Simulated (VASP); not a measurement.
Input of a VASP 6.6.1 run:

The input INCAR:

```
SYSTEM = Sr
PREC = Accurate
ENCUT = 520
EDIFF = 1E-6
ISMEAR = 0
SIGMA = 0.1
LREAL = .FALSE.
LASPH = .TRUE.
NELM = 80
ALGO = Fast
ISIF = 2
LWAVE = .FALSE.
LCHARG = .TRUE.
GGA = PE
LELF = .TRUE.
LVHAR = .TRUE.
NBANDS = 17
```

Contents of KPOINTS:

```
Automatic mesh
0
G
  12 12 6
  0 0 0
```

File POSCAR:

```
Sr
1.0
    4.4088716258      0.0000000000      0.0000000000
   -2.2044358129      3.8181948299      0.0000000000
    0.0000000000      0.0000000000      6.7887270000
Sr
2
Direct
    0.3333333333      0.6666666667      0.2500000000
    0.6666666667      0.3333333333      0.7500000000
```

Potentials or basis: VASP PAW PBE potentials, release 64 (Sr_sv).

Launch:

```console
$ cat potpaw_PBE.64/Sr_sv/POTCAR > POTCAR
$ mpirun -np 1 vasp_std > vasp.out
```

Estimate the pressure.

-0.3 GPa.

Predict the band gap on the k mesh.

zero (bands 10 and 11 overlap by 0.36 eV).

Stress tensor (GPa, compression positive):
```
-0.69  0.00  0.00
 0.00 -0.69  0.00
 0.00  0.00  0.39
```

Caveat: the cell differs from its parent crystal (strained).
